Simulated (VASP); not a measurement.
Set up this calculation in VASP 6.6.1, as the native input.

```
Task                   : single point
Functional             : PBE
Potentials or basis    : VASP PAW PBE potentials, release 64 (Si, N)
Cutoff                 : 520 eV
k mesh                 : 4 × 4 × 10
Occupations            : fermi-dirac, width 0.02 eV
Spin                   : no spin polarisation
Dipole correction      : no
Further INCAR settings : ALGO = Normal; EDIFF = 1e-07; NBANDS = 45
```

The structure of Si3N4 lies in POSCAR:

```
Si3N4
1.0
    7.6452994791      0.0000000000      0.0000000000
   -3.8226497395      6.6210235684      0.0000000000
    0.0000000000      0.0000000000      2.9215210900
Si N
6 8
Direct
    0.7679951369      0.1741716375      0.3256323271
    0.5938234994      0.7679951369      0.8256323271
    0.8258283625      0.5938234994      0.3256323271
    0.2320048631      0.8258283625      0.8256323271
    0.4061765006      0.2320048631      0.3256323271
    0.1741716375      0.4061765006      0.8256323271
    0.0300649356      0.3298733983      0.3256443399
    0.7001915374      0.0300649356      0.8256443399
    0.6701266017      0.7001915374      0.3256443399
    0.9699350644      0.6701266017      0.8256443399
    0.2998084626      0.9699350644      0.3256443399
    0.3298733983      0.2998084626      0.8256443399
    0.3333333333      0.6666666667     -0.1744300008
    0.6666666667      0.3333333333      0.3255699992
```

These files were run (other wordings do the same):

INCAR

```
  PREC = Accurate
  ENCUT = 520
  EDIFF = 1E-7
  ISMEAR = -1
  SIGMA = 0.02
  LREAL = False
  LASPH = True
  NELM = 100
  ALGO = Normal
  ISIF = 2
  LWAVE = False
  LCHARG = True
  GGA = PE
  LELF = True
  LVHAR = True
  NBANDS = 45
```

KPOINTS

```
Automatic mesh
0
Gamma
  4 4 10
```

Potentials or basis: VASP PAW PBE potentials, release 64 (Si, N).

Command:

```console
$ cat potpaw_PBE.64/Si/POTCAR potpaw_PBE.64/N/POTCAR > POTCAR
$ mpirun -np 1 vasp_std > vasp.out
```

It gave:

The pressure is 1.2 GPa and the largest force is 0.022 eV/Å. The band gap on the k mesh is 4.27 eV (least direct gap 4.46 eV).

Run time: 2.8 min on 1 thread of Intel(R) Xeon(R) Platinum 8488C (Sapphire Rapids) (shared host), peak memory 0.33 GiB.
